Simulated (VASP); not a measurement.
Input of a VASP 6.6.1 run:

File INCAR:

```
  PREC = Accurate
  ENCUT = 520
  EDIFF = 1E-7
  ISMEAR = 0
  SIGMA = 0.05
  LREAL = False
  LASPH = True
  NELM = 150
  ALGO = Normal
  ISIF = 2
  LWAVE = False
  LCHARG = False
  ISPIN = 2
  MAGMOM = 0 0.5 0.5 0.5
  LORBIT = 11
  LMAXMIX = 4
  GGA = PE
  NBANDS = 36
```

KPOINTS

```
Automatic mesh
0
Gamma
  8 8 8
```

The input POSCAR:

```
SrMn3
1.0
    4.2779027837      0.0000000000      0.0000000000
    0.0000000000      4.2779027837      0.0000000000
    0.0000000000      0.0000000000      4.2779027837
Sr Mn
1 3
Direct
    0.0000000000      0.0000000000      0.0000000000
    0.0000000000      0.5000000000      0.5000000000
    0.5000000000      0.5000000000      0.0000000000
    0.5000000000      0.0000000000      0.5000000000
```

Potentials or basis: VASP PAW PBE potentials, release 64 (Sr_sv, Mn_pv).

The run is started by

```sh
$ cat potpaw_PBE.64/Sr_sv/POTCAR potpaw_PBE.64/Mn_pv/POTCAR > POTCAR
$ mpirun -np 1 vasp_std > vasp.out
```

Estimate the net moment.

10.65 μB per cell.

What does it give for the pressure?

0.3 GPa.
